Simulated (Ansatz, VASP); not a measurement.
ZrC in VASP and in Ansatz

```
Zr C
1.0
     0.00000    2.33456    2.33456
     2.33456    0.00000    2.33456
     2.33456    2.33456    0.00000
Zr C
1 1
Direct
  0.50000 0.50000 0.50000
  0.00000 0.00000 0.00000
```

Alike in both runs: task relaxation of cell and atoms; functional PBEsol; k mesh 16 × 16 × 16; occupations gaussian, width 0.1 eV; no spin polarisation.

```csv
,VASP,Ansatz
version,VASP 6.6.1,Ansatz 0.2.0
potentials or method,"VASP PAW PBE potentials, release 64 (Zr_sv, C), cutoff 600 eV","scalar-relativistic, plane waves, PAW"
valence electrons in the cell,16,16
```

Ansatz gave:

* gap on the k mesh at the Fermi level, each at its own relaxed structure (eV): none
* relaxed volume (Å³/atom): 12.72
* relaxed length of the cell vector where the two differ most in proportion (Å): 3.302

Q: Estimate VASP's values.

A: gap on the k mesh at the Fermi level, each at its own relaxed structure (eV): none; relaxed volume (Å³/atom): 12.74; relaxed length of the cell vector where the two differ most in proportion (Å): 3.303.

VASP's potentials were made for PBE, not for PBEsol. A gap of «none» marks a metal or a gap that the smearing closes.
